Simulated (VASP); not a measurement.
# Al (I4/mmm) in VASP: notebook, part 2 of 2

VASP 6.6.1.

## (3) Single point, PBE+D3(BJ)

This run uses another cell than the first one, of the same volume but with other edges.

Contents of INCAR:

```
ALGO = Normal
EDIFF = 1E-6
ENCUT = 520
GGA = PE
ISIF = 2
ISMEAR = 0
IVDW = 12
LASPH = T
LCHARG = T
LELF = T
LREAL = F
LVHAR = T
LWAVE = F
NBANDS = 8
NELM = 100
PREC = Accurate
SIGMA = 0.15
```

Contents of KPOINTS:

```
k-points
0
Gamma
  22 22 22
```

Contents of POSCAR:

```
Al
1.0
    0.0000000000      1.7681093890      2.6521640835
    1.7681093890      0.0000000000      2.6521640835
    1.7681093890      1.7681093890      0.0000000000
Al
1
Direct
    0.0000000000      0.0000000000      0.0000000000
```

Potentials or basis: VASP PAW PBE potentials, release 64 (Al).

On the command line:

```bash
$ cat potpaw_PBE.64/Al/POTCAR > POTCAR
$ mpirun -np 1 vasp_std > vasp.out
```

OUTCAR:

```text
EDIFF = 1E-6
   ENCUT = 520
   GGA = PE
   ISIF = 2
   ISMEAR = 0
   IVDW = 12
   LASPH = T
   LREAL = F
   NELM = 100
   PREC = Accurate
 IVDW          = 12

 ion  position               nearest neighbor table
   1  0.000  0.000  0.000-

  LATTYP: Found a body centered tetragonal cell.
 ALAT       =     2.5004842777
 C/A-ratio  =     2.1213203436

  Lattice vectors:

 A1 = (  -1.7681093890,   0.0000000000,   2.6521640835)
 A2 = (   1.7681093890,   0.0000000000,   2.6521640835)
 A3 = (   0.0000000000,   1.7681093890,  -2.6521640835)

Analysis of symmetry for initial positions (statically):
=====================================================================
 Subroutine PRICEL returns:
 Original cell was already a primitive cell.

 Routine SETGRP: Setting up the symmetry group for a
 body centered tetragonal supercell.

 Subroutine GETGRP returns: Found 16 space group operations
 (whereof 16 operations were pure point group operations)
 out of a pool of 16 trial point group operations.

The static configuration has the point symmetry D_4h.

Analysis of symmetry for dynamics (positions and initial velocities):
=====================================================================
 Subroutine PRICEL returns:
 Original cell was already a primitive cell.

 Routine SETGRP: Setting up the symmetry group for a
 body centered tetragonal supercell.

 Subroutine GETGRP returns: Found 16 space group operations
 (whereof 16 operations were pure point group operations)
 out of a pool of 16 trial point group operations.

The dynamic configuration has the point symmetry D_4h.

 Subroutine INISYM returns: Found 16 space group operations
 (whereof 16 operations are pure point group operations),
 and found     1 'primitive' translations

----------------------------------------------------------------------------------------

                                     Primitive cell

  volume of cell :      16.5824

  direct lattice vectors                    reciprocal lattice vectors
     0.000000000  1.768109389  2.652164084    -0.282787933  0.282787933  0.188525289
     1.768109389  0.000000000  2.652164084     0.282787933 -0.282787933  0.188525289
     1.768109389  1.768109389  0.000000000     0.282787933  0.282787933 -0.188525289

  length of vectors
     3.187504531  3.187504531  2.500484278     0.442130993  0.442130993  0.442130993

  position of ions in fractional coordinates (direct lattice)
     0.000000000  0.000000000  0.000000000

  ion indices of the primitive-cell ions
   primitive index   ion index
                 1           1

----------------------------------------------------------------------------------------

 KPOINTS: k-points

Automatic generation of k-mesh.
 Grid dimensions read from file:
 generate k-points for:   22   22   22

 Generating k-lattice:

  Cartesian coordinates                     Fractional coordinates (reciprocal lattice)
    -0.012853997  0.012853997  0.008569331     0.045454545  0.000000000  0.000000000
     0.012853997 -0.012853997  0.008569331     0.000000000  0.045454545  0.000000000
     0.012853997  0.012853997 -0.008569331     0.000000000  0.000000000  0.045454545

  Length of vectors
     0.020096863  0.020096863  0.020096863

  Shift w.r.t. Gamma in fractional coordinates (k-lattice)
     0.000000000  0.000000000  0.000000000

 Subroutine IBZKPT returns following result:
 ===========================================

 Found    834 irreducible k-points:

 Following reciprocal coordinates:
            Coordinates               Weight
  0.000000  0.000000  0.000000      1.000000
  0.045455  0.000000  0.000000      8.000000
  0.090909  0.000000  0.000000      8.000000
  0.136364  0.000000  0.000000      8.000000
  0.181818  0.000000  0.000000      8.000000
  0.227273  0.000000  0.000000      8.000000
[... 16 lines left out ...]
  0.500000  0.045455  0.000000      8.000000
 -0.454545  0.045455  0.000000      8.000000
 [... further k-points ...]
   k-points           NKPTS =    834   k-points in BZ     NKDIM =    834   number of bands    NBANDS=      8
   number of dos      NEDOS =    301   number of ions     NIONS =      1
   total plane-waves  NPLWV =  11520
   dimension x,y,z NGX =    24 NGY =   24 NGZ =   20
   dimension x,y,z NGXF=    48 NGYF=   48 NGZF=   40
   ions per type =               1
   NGX,Y,Z   is equivalent  to a cutoff of  12.52, 12.52, 13.30 a.u.
   NGXF,Y,Z  is equivalent  to a cutoff of  25.03, 25.03, 26.59 a.u.
 SYSTEM =  unknown system
   PREC   = accura    normal or accurate (medium, high low for compatibility)
   ISTART =      0    job   : 0-new  1-cont  2-samecut
   ICHARG =      2    charge: 1-file 2-atom 10-const
   ISPIN  =      1    spin polarized calculation?
   LNONCOLLINEAR =      F non collinear calculations
   LSORBIT =      F    spin-orbit coupling
   LASPH  =      T    aspherical Exc in radial PAW
   ENCUT  =  520.0 eV  38.22 Ry    6.18 a.u.   5.93  5.93  4.65*2*pi/ulx,y,z
   NELM   =    100;   NELMIN=  2; NELMDL= -5     # of ELM steps
   EDIFF  = 0.1E-05   stopping-criterion for ELM
   LREAL  =      F    real-space projection
   EDIFFG = 0.1E-04   stopping-criterion for IOM
   NSW    =      0    number of steps for IOM
   IBRION =     -1    ionic relax: 0-MD 1-quasi-New 2-CG
   NFREE  =      0    steps in history (QN), initial steepest desc. (CG)
   ISIF   =      2    stress and relaxation
   ISYM   =      2    0-nonsym 1-usesym 2-fastsym
   POTIM  = 0.5000    time-step for ionic-motion
   TEBEG  =    0.0;   TEEND  =   0.0 temperature during run
   PSTRESS=    0.0 pullay stress
   NELECT =       3.0000    total number of electrons
   NUPDOWN=      -1.0000    fix difference up-down
   EMIN   =  10.00;   EMAX   =-10.00  energy-range for DOS
   EFERMI =   0.00;   METHOD = LEGACY
   ISMEAR =     0;   SIGMA  =   0.15  broadening in eV -4-tet -1-fermi 0-gaus
   EFERMI_NEDOS =   21; number of points for ismear=-14 and -15
   IALGO  =     38    algorithm
   IMIX   =      4    mixing-type and parameters
     AMIX     =   0.40;   BMIX     =  1.00
     AMIX_MAG =   1.60;   BMIX_MAG =  1.00
  volume/ion in A,a.u.               =      16.58       111.90
  Fermi-wavevector in a.u.,A,eV,Ry     =   0.925903  1.749704 11.664236  0.857297
  Thomas-Fermi vector in A             =   2.051808
   LORBIT       =      0    0 simple, 1 ext, 2 COOP (PROOUT), +10 PAW based schemes
   GGA     = PE    functional components
   LHFCALC =     F    Hartree Fock is set to
   AEXX    =    0.0000 exact exchange contribution
   IVDW    =    12    specifies the selected vdW correction
   LEPSILON=     F    determine dielectric tensor
   LRPA    =     F    only Hartree local field effects (RPA)
 non-spin polarized calculation
 Gauss-broadening in eV      SIGMA  =   0.15
  energy-cutoff  :      520.00
  volume of cell :       16.58
 maximum number of plane-waves:       468
   NGX = 11   NGY = 11   NGZ =  9

 number of electron       3.0000000 magnetization

 Free energy of the ion-electron system (eV)
  ---------------------------------------------------
  ext. energy  EPLUGINS =         0.00000000
  ---------------------------------------------------
  free energy    TOTEN  =        -3.32330008 eV

  energy without entropy =       -3.31783158  energy(sigma->0) =       -3.32056583

 E-fermi :   7.7580     XC(G=0): -10.1420

 val. band max:        7.7399764062   @ k =  -0.4091   0.0000   0.4091
 cond. band min:       7.7715381561   @ k =  -0.4545  -0.0000   0.3636
 fundamental gap:      0.0315617499
 Fermi energy:         7.7580034069

 k-point     1 :       0.0000    0.0000    0.0000
  band No.  band energies     occupation
      1      -3.2009      2.00000
      2      16.2922      0.00000
      3      16.7135      0.00000
      4      18.9513      0.00000
      5      22.9359      0.00000
      6      22.9359      0.00000
      7      24.0626      0.00000
      8      24.0626      0.00000
[... 243 lines left out ...]
 k-point    24 :      -0.4545    0.0455    0.0000
  band No.  band energies     occupation
      1       3.3422      2.00000
      2       4.4094      2.00000
      3      12.3828      0.00000
      4      15.1030      0.00000
      5      24.3226      0.00000
      6      25.1431      0.00000
      7      25.6610      0.00000
      8      27.8051      0.00000

 [... further k-points ...]

------------------------ aborting loop because EDIFF is reached ----------------------------------------

 Edisp (eV)   -0.33534

 E8    (eV) :    -0.1501

  FORCE on cell =-STRESS in cart. coord.  units (eV):
  Direction    XX          YY          ZZ          XY          YZ          ZX
  --------------------------------------------------------------------------------------
  -------------------------------------------------------------------------------------
  Total       2.12064     2.12064    -1.41036     0.00000    -0.00000     0.00000
  in kB     204.89426   204.89426  -136.26739     0.00000    -0.00000     0.00000
  external pressure =       91.17 kB  Pullay stress =        0.00 kB

 VOLUME and BASIS-vectors are now :
 -----------------------------------------------------------------------------
  energy-cutoff  :      520.00
  volume of cell :       16.58
      direct lattice vectors                 reciprocal lattice vectors
     0.000000000  1.768109389  2.652164084    -0.282787933  0.282787933  0.188525289
     1.768109389  0.000000000  2.652164084     0.282787933 -0.282787933  0.188525289
     1.768109389  1.768109389  0.000000000     0.282787933  0.282787933 -0.188525289

 POSITION                                       TOTAL-FORCE (eV/Angst)
 -----------------------------------------------------------------------------------
      0.00000      0.00000      0.00000        -0.000000      0.000000      0.000000
 -----------------------------------------------------------------------------------
    total drift:                               -0.000000     -0.000000     -0.000000

  FREE ENERGIE OF THE ION-ELECTRON SYSTEM (eV)
  ---------------------------------------------------
  free  energy   TOTEN  =        -3.6586428244 eV

  energy  without entropy=       -3.6531743257  energy(sigma->0) =       -3.65590858
```

OSZICAR:

```text
N       E                     dE             d eps       ncg     rms          rms(c)
DAV:   1    -0.190301717866E+01   -0.19030E+01   -0.86428E+02 13392   0.205E+02
DAV:   2    -0.333891396731E+01   -0.14359E+01   -0.13850E+01 18264   0.189E+01
DAV:   3    -0.334649706769E+01   -0.75831E-02   -0.75769E-02 17000   0.150E+00
DAV:   4    -0.334652008780E+01   -0.23020E-04   -0.23019E-04 18936   0.703E-02
DAV:   5    -0.334652017628E+01   -0.88471E-07   -0.89641E-07 17560   0.296E-03    0.137E+00
DAV:   6    -0.333219886104E+01    0.14321E-01   -0.33525E-03 16008   0.205E-01    0.805E-01
DAV:   7    -0.332334117863E+01    0.88577E-02   -0.77067E-03 15976   0.322E-01    0.117E-01
DAV:   8    -0.332330102438E+01    0.40154E-04   -0.21123E-04 18880   0.691E-02    0.151E-02
DAV:   9    -0.332329976349E+01    0.12609E-05   -0.35950E-06 16648   0.976E-03    0.122E-02
DAV:  10    -0.332330008239E+01   -0.31890E-06   -0.98934E-08 11200   0.201E-03
   1 F= -.36586428E+01 E0= -.36559086E+01  d E =-.546850E-02
```

stdout:

```text
POSCAR found type information on POSCAR Al
 POSCAR found :  1 types and       1 ions
 scaLAPACK will be used
 LDA part: xc-table for (Slater+PW92), standard interpolation
 POSCAR, INCAR and KPOINTS ok, starting setup
 FFT: planning ... GRIDC
 FFT: planning ... GRID_SOFT
 FFT: planning ... GRID
 WAVECAR not read
 entering main loop
```

Run time: 49 s. Hardware: 1 thread of AMD EPYC 9R45 (Zen 5), shared host; peak memory 0.18 GiB.

What came out:

* Free energy: -3.6586 eV
* Pressure: 9.1 GPa
* Dispersion energy per atom: -0.335 eV

Stress tensor (GPa, compression positive):
```
 20.49   0.00   0.00
  0.00  20.49   0.00
  0.00   0.00 -13.63
```

Caveat: pairwise dispersion overbinds metals, which lowers pressure and volume.
